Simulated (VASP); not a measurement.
# TiC (Fm-3m) in VASP: notebook

The runs below take TiC through single point, relaxation of cell and atoms, with LDA.

All numbers are computed with VASP 6.6.1; they aren't measurements. Logs are shortened: lines on timing, memory, paths and dates and some standing lists are left out, and cuts for length are marked.

## (1) The cell of the first run

It takes space group Fm-3m (No. 225, cubic). The conventional cell has a = 4.261 Å, b = 4.261 Å, c = 4.261 Å, α = 90.00°, β = 90.00°, γ = 90.00°. Ti (site symmetry m-3m) has 6 C at 2.13 Å within 2.8 Å. C (site symmetry m-3m) has 6 Ti at 2.13 Å within 2.8 Å.

## (2) Single point, LDA

INCAR

```
  PREC = Accurate
  ENCUT = 520
  EDIFF = 1E-7
  ISMEAR = 0
  SIGMA = 0.1
  LREAL = F
  LASPH = T
  NELM = 100
  ALGO = Normal
  ISIF = 2
  LWAVE = F
  LCHARG = T
  GGA = CA
  LELF = T
  LVHAR = T
  NBANDS = 15
```

KPOINTS

```
Automatic mesh
0
Gamma
  16 16 16
```

POSCAR

```
TiC
1.0
    0.0000000000      2.1303887566      2.1303887566
    2.1303887566      0.0000000000      2.1303887566
    2.1303887566      2.1303887566      0.0000000000
Ti C
1 1
Direct
    0.0000000000      0.0000000000      0.0000000000
    0.5000000000      0.5000000000      0.5000000000
```

Potentials or basis: VASP PAW LDA potentials, release 64 (Ti_sv, C).

Run with:

```console
$ cat potpaw_LDA.64/Ti_sv/POTCAR potpaw_LDA.64/C/POTCAR > POTCAR
$ mpirun -np 1 vasp_std > vasp.out
```

OUTCAR:

```text
PREC = Accurate
   ENCUT = 520
   EDIFF = 1E-7
   ISMEAR = 0
   LREAL = F
   LASPH = T
   NELM = 100
   ISIF = 2
   GGA = CA

 ion  position               nearest neighbor table
   1  0.000  0.000  0.000-   2 2.13   2 2.13   2 2.13   2 2.13   2 2.13   2 2.13
   2  0.500  0.500  0.500-   1 2.13   1 2.13   1 2.13   1 2.13   1 2.13   1 2.13

  LATTYP: Found a face centered cubic cell.
 ALAT       =     4.2607775132

  Lattice vectors:

 A1 = (   0.0000000000,   2.1303887566,   2.1303887566)
 A2 = (   2.1303887566,   0.0000000000,   2.1303887566)
 A3 = (   2.1303887566,   2.1303887566,   0.0000000000)

Analysis of symmetry for initial positions (statically):
=====================================================================
 Subroutine PRICEL returns:
 Original cell was already a primitive cell.

 Routine SETGRP: Setting up the symmetry group for a
 face centered cubic supercell.

 Subroutine GETGRP returns: Found 48 space group operations
 (whereof 48 operations were pure point group operations)
 out of a pool of 48 trial point group operations.

The static configuration has the point symmetry O_h .

Analysis of symmetry for dynamics (positions and initial velocities):
=====================================================================
 Subroutine PRICEL returns:
 Original cell was already a primitive cell.

 Routine SETGRP: Setting up the symmetry group for a
 face centered cubic supercell.

 Subroutine GETGRP returns: Found 48 space group operations
 (whereof 48 operations were pure point group operations)
 out of a pool of 48 trial point group operations.

The dynamic configuration has the point symmetry O_h .

 Subroutine INISYM returns: Found 48 space group operations
 (whereof 48 operations are pure point group operations),
 and found     1 'primitive' translations

----------------------------------------------------------------------------------------

                                     Primitive cell

  volume of cell :      19.3378

  direct lattice vectors                    reciprocal lattice vectors
     0.000000000  2.130388757  2.130388757    -0.234698948  0.234698948  0.234698948
     2.130388757  0.000000000  2.130388757     0.234698948 -0.234698948  0.234698948
     2.130388757  2.130388757  0.000000000     0.234698948  0.234698948 -0.234698948

  length of vectors
     3.012824673  3.012824673  3.012824673     0.406510502  0.406510502  0.406510502

  position of ions in fractional coordinates (direct lattice)
     0.000000000  0.000000000  0.000000000
     0.500000000  0.500000000  0.500000000

  ion indices of the primitive-cell ions
   primitive index   ion index
[... 87 lines left out ...]
   EMIN   =  10.00;   EMAX   =-10.00  energy-range for DOS
   EFERMI =   0.00;   METHOD = LEGACY
   ISMEAR =     0;   SIGMA  =   0.10  broadening in eV -4-tet -1-fermi 0-gaus
   EFERMI_NEDOS =   21; number of points for ismear=-14 and -15
   IALGO  =     38    algorithm
   IMIX   =      4    mixing-type and parameters
     AMIX     =   0.40;   BMIX     =  1.00
     AMIX_MAG =   1.60;   BMIX_MAG =  1.00
  volume/ion in A,a.u.               =       9.67        65.25
  Fermi-wavevector in a.u.,A,eV,Ry     =   1.536901  2.904322 32.137852  2.362065
  Thomas-Fermi vector in A             =   2.643485
   LORBIT       =      0    0 simple, 1 ext, 2 COOP (PROOUT), +10 PAW based schemes
   GGA     = CA    functional components
   LHFCALC =     F    Hartree Fock is set to
   AEXX    =    0.0000 exact exchange contribution
   IVDW    =     0    specifies the selected vdW correction
   LEPSILON=     F    determine dielectric tensor
   LRPA    =     F    only Hartree local field effects (RPA)
 non-spin polarized calculation
 Gauss-broadening in eV      SIGMA  =   0.10
  energy-cutoff  :      520.00
  volume of cell :       19.34
 maximum number of plane-waves:       544
   NGX = 11   NGY = 11   NGZ = 11

 number of electron      16.0000003 magnetization

 Free energy of the ion-electron system (eV)
  ---------------------------------------------------
  ext. energy  EPLUGINS =         0.00000000
  ---------------------------------------------------
  free energy    TOTEN  =       -20.53912371 eV

  energy without entropy =      -20.53728679  energy(sigma->0) =      -20.53820525

 E-fermi :   9.8123     XC(G=0): -13.2320

 val. band max:        9.7956965367   @ k =   0.1250   0.0625   0.0000
 cond. band min:       9.8648106249   @ k =   0.5000   0.5000   0.0000
 fundamental gap:      0.0691140882
 Fermi energy:         9.8122909610

 k-point     1 :       0.0000    0.0000    0.0000
  band No.  band energies     occupation
      1     -45.9107      2.00000
      2     -22.2869      2.00000
      3     -22.2869      2.00000
      4     -22.2869      2.00000
      5      -2.6059      2.00000
      6      10.4749      0.00000
      7      10.4749      0.00000
      8      10.4749      0.00000
      9      11.5798      0.00000
     10      11.5798      0.00000
     11      11.5798      0.00000
     12      11.6465      0.00000
     13      11.6465      0.00000
     14      21.1773      0.00000
[... 401 lines left out ...]
      2     -22.3453      2.00000
      3     -22.3029      2.00000
      4     -22.2881      2.00000
      5      -2.3557      2.00000
      6       9.5800      1.99898
      7       9.7401      1.69300
      8       9.7887      1.26137
      9      10.5938      0.00000
     10      11.2502      0.00000
     11      12.1841      0.00000
     12      12.8200      0.00000
     13      13.7182      0.00000
     14      21.5508      0.00000
     15      24.2152      0.00000

 [... further k-points ...]

------------------------ aborting loop because EDIFF is reached ----------------------------------------

  FORCE on cell =-STRESS in cart. coord.  units (eV):
  Direction    XX          YY          ZZ          XY          YZ          ZX
  --------------------------------------------------------------------------------------
  -------------------------------------------------------------------------------------
  Total        0.0852646      0.0852646      0.0852646      0.0000000     -0.0000000     -0.0000000
  in kB        7.0643608      7.0643608      7.0643608      0.0000000     -0.0000000     -0.0000000
  external PRESSURE =       7.0643608 kB  Pullay stress =       0.0000000 kB

 VOLUME and BASIS-vectors are now :
 -----------------------------------------------------------------------------
  energy-cutoff  :      520.00
  volume of cell :       19.34
      direct lattice vectors                 reciprocal lattice vectors
     0.000000000  2.130388757  2.130388757    -0.234698948  0.234698948  0.234698948
     2.130388757  0.000000000  2.130388757     0.234698948 -0.234698948  0.234698948
     2.130388757  2.130388757  0.000000000     0.234698948  0.234698948 -0.234698948

 POSITION                                       TOTAL-FORCE (eV/Angst)
 -----------------------------------------------------------------------------------
      0.00000      0.00000      0.00000        -0.000000      0.000000      0.000000
      2.13039      2.13039      2.13039         0.000000     -0.000000      0.000000
 -----------------------------------------------------------------------------------
    total drift:                                0.000000     -0.000000     -0.000000

  FREE ENERGIE OF THE ION-ELECTRON SYSTEM (eV)
  ---------------------------------------------------
  free  energy   TOTEN  =       -20.5391237073 eV

  energy  without entropy=      -20.5372867907  energy(sigma->0) =      -20.53820525
```

It took 1.7 min on 1 thread of AMD EPYC 9R45, shared host; peak memory 0.13 GiB.

What came out:

| Item | Value |
| --- | --- |
| Free energy | -20.5391 eV |
| Pressure | 0.7 GPa |
| Band gap on the k mesh | zero (band 8 reaches 10.47 eV, above the bottom of band 9 at 9.41 eV) |

## (3) Relaxation of cell and atoms, LDA

This run uses another cell than the first one, of 10.17 Å³/atom, 1.052 times its volume.

INCAR

```
ALGO = Normal
EDIFF = 1E-6
EDIFFG = -0.005
ENCUT = 600
GGA = CA
IBRION = 2
ISIF = 3
ISMEAR = 0
LASPH = T
LCHARG = F
LREAL = F
LWAVE = F
NELM = 60
NSW = 70
PREC = Accurate
SIGMA = 0.1
```

KPOINTS

```
k-points
0
Gamma
  16 16 16
```

POSCAR

```
TiC
1.0
    0.0000000000      2.1664107360      2.1664107360
    2.1664107360      0.0000000000      2.1664107360
    2.1664107360      2.1664107360      0.0000000000
Ti C
1 1
Direct
    0.0000000000      0.0000000000      0.0000000000
    0.5000000000      0.5000000000      0.5000000000
```

Potentials or basis: VASP PAW LDA potentials, release 64 (Ti_sv, C).

Run with:

```console
$ cat potpaw_LDA.64/Ti_sv/POTCAR potpaw_LDA.64/C/POTCAR > POTCAR
$ mpirun -np 1 vasp_std > vasp.out
```

It took 4.1 min on 1 thread of AMD EPYC 9R45, shared host; peak memory 0.15 GiB.

Results (log left out):

```
Free energy                            : -20.5414 eV
Relaxed volume                         : 9.69 Å³/atom
Relaxed cell                           : a = 3.015 Å, b = 3.015 Å, c = 3.015 Å, α = 60.00°, β = 60.00°, γ = 60.00°
Space group after relaxing (to 0.05 Å) : Fm-3m (No. 225)
Energy gained by relaxing              : 19.1 meV/atom
Ionic steps                            : 4
Pressure after relaxing                : 0.0 GPa
Band gap on the k mesh                 : zero (band 8 reaches 10.45 eV, above the bottom of band 9 at 9.38 eV)
```

The path:
```
step  energy change (eV)  largest force (eV/Å)  pressure (GPa)  volume (Å³)
   1              0.0000                0.0000          -12.29        20.34
   2              0.0406                0.0000           21.32        18.13
   3             -0.0382                0.0000           -0.23        19.39
   4             -0.0382                0.0000           -0.02        19.37
```

Final structure:
```
Ti C
1.0
     0.00000    2.13174    2.13174
     2.13174    0.00000    2.13174
     2.13174    2.13174    0.00000
Ti C
1 1
Cartesian
  2.1317 2.1317 4.2635
  2.1317 2.1317 2.1317
```

Levels at points of the mesh, in eV from the Fermi level:
| k point | band 6 | band 7 | band 8 | band 9 | band 10 | band 11 |
| --- | --- | --- | --- | --- | --- | --- |
| (0.00, 0.00, 0.00) | 0.66 | 0.66 | 0.66 | 1.76 | 1.76 | 1.76 |
| (0.50, 0.00, 0.00) | -6.03 | -3.04 | -3.04 | 3.08 | 3.08 | 4.36 |
| (0.50, 0.50, 0.00) | -3.38 | -1.80 | 0.05 | 0.05 | 2.91 | 3.72 |
